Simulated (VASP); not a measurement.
Input of a VASP 6.6.1 run:

POSCAR

```
MgO
1.0
    2.9380209034      0.0000000000      0.0000000000
   -1.4690104517      2.5444007392      0.0000000000
    0.0000000000      0.0000000000      2.6796800000
Mg O
1 1
Direct
    0.0000000000      0.0000000000      0.0000000000
    0.3333333333      0.6666666667      0.5000000000
```

INCAR.step1

```
PREC     = Accurate       # precision mode
ENCUT    = 520            # plane-wave cutoff, eV
EDIFF    = 1E-5           # SCF threshold, eV
ISMEAR   = -1             # smearing method
SIGMA    = 0.05           # smearing width, eV
LREAL    = F              # projectors in reciprocal space
LASPH    = T              # aspherical terms in the spheres
NELM     = 80             # most SCF steps
ALGO     = Normal         # electronic algorithm
ISIF     = 2              # what is computed and relaxed
LWAVE    = T              # write WAVECAR
LCHARG   = F              # write CHGCAR
NBANDS   = 11             # bands
GGA      = PE             # functional
```

File INCAR.step2:

```
PREC     = Accurate       # precision mode
ENCUT    = 520            # plane-wave cutoff, eV
EDIFF    = 1E-6           # SCF threshold, eV
ISMEAR   = -1             # smearing method
SIGMA    = 0.05           # smearing width, eV
LREAL    = F              # projectors in reciprocal space
LASPH    = T              # aspherical terms in the spheres
NELM     = 80             # most SCF steps
ALGO     = Normal         # electronic algorithm
ISIF     = 2              # what is computed and relaxed
LWAVE    = F              # write WAVECAR
LCHARG   = F              # write CHGCAR
METAGGA  = R2SCAN         # meta-GGA
LHFCALC  = T              # exact exchange
AEXX     = 0.5            # exact-exchange fraction
LMIXTAU  = T            
PRECFOCK = Normal       
NBANDS   = 11             # bands
ISTART   = 1
```

File KPOINTS:

```
regular mesh
0
Gamma
  5 5 5
```

Potentials or basis: VASP PAW PBE potentials, release 64 (Mg, O).

Run with:

```console
$ cat potpaw_PBE.64/Mg/POTCAR potpaw_PBE.64/O/POTCAR > POTCAR
$ cp INCAR.step1 INCAR
$ mpirun -np 1 vasp_std > vasp.out
$ cp INCAR.step2 INCAR
$ mpirun -np 1 vasp_std > vasp.out
```

Predict the pressure.

-12.2 GPa.

What does it give for the band gap on the k mesh?

7.99 eV (least direct gap 8.43 eV).

Stress tensor (GPa, compression positive):
```
-11.32   0.00   0.00
  0.00 -11.32   0.00
  0.00   0.00 -13.95
```

Caveat: the k points lie up to 0.49 Å⁻¹ apart; the PAW data sets were made with another functional, which shifts forces and pressure a little. A k mesh can miss the band edges.
